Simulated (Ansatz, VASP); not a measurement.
# One calculation of Te3Ru, two programs

```
Te Ru
1.0
     4.43326    0.00000    0.00000
     0.00000    4.43326    0.00000
     0.00000    0.00000    6.26277
Te Ru
3 1
Direct
  0.50000 0.50000 0.17730
  0.50000 0.50000 0.82270
  0.00000 0.00000 0.00000
  0.50000 0.50000 0.50000
```

Alike in both runs: task single point; functional PBE; k mesh 4 × 4 × 4; occupations gaussian, width 0.1 eV; no spin polarisation.

|  | VASP | Ansatz |
| --- | --- | --- |
| version | VASP 6.6.1 | Ansatz 0.2.0 |
| potentials or method | VASP PAW PBE potentials, release 64 (Te, Ru_pv), cutoff 520 eV | scalar-relativistic, plane waves, PAW |
| valence electrons in the cell | 32 | 64 |

|  | VASP | Ansatz | Ansatz less VASP |
| --- | --- | --- | --- |
| gap on the k mesh at the Fermi level (eV) | none | none | - |
| rms of the force components (eV/Å) | 0.627 | 0.939 | +0.3121 |

Atom by atom the forces differ by 0.312 eV/Å (rms over components). A gap of «none» marks a metal or a gap that the smearing closes. With one functional, cell and mesh, what is left measures potentials, basis and numerics. VASP's potentials hold 32 valence electrons a cell and Ansatz's 64, so a difference there can come from the potentials and not from the codes.

Spin-orbit coupling is off throughout.
